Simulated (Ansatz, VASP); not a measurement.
# One calculation of TaN, two programs

```
Ta N
1.0
     3.06416   -0.03935    0.03520
    -1.56616    2.71267   -0.07040
     0.05680   -0.09836    4.94923
Ta N
2 2
Direct
  0.00000 0.00000 0.00000
  0.00000 0.00000 0.50000
  0.31726 0.65863 0.25000
  0.68274 0.34137 0.75000
```

Alike in both runs: task single point; functional PBE; k mesh 14 × 14 × 8; occupations gaussian, width 0.1 eV; no spin polarisation.

|  | VASP | Ansatz |
| --- | --- | --- |
| version | VASP 6.6.1 | Ansatz 0.2.0 |
| potentials or method | VASP PAW PBE potentials, release 64 (Ta_pv, N), cutoff 520 eV | scalar-relativistic, plane waves, PAW |
| valence electrons in the cell | 32 | 36 |

```csv
,VASP,Ansatz,Ansatz less VASP
gap on the k mesh at the Fermi level (eV),none,none,-
pressure (GPa),46.4,45.2,-1.22
"traceless stress, the component that is largest in VASP (GPa)",52.04,51.65,-0.392
rms of the force components (eV/Å),0.132,0.131,-0.0007
```

Atom by atom the forces differ by 0.001 eV/Å (rms over components). A gap of «none» marks a metal or a gap that the smearing closes. Both programs put the cell under a high pressure, so it lies far from rest at this level. VASP's potentials hold 32 valence electrons a cell and Ansatz's 36, so a difference there can come from the potentials and not from the codes. Ansatz's warnings: near symmetry operations not taken.

Spin-orbit coupling is off throughout.
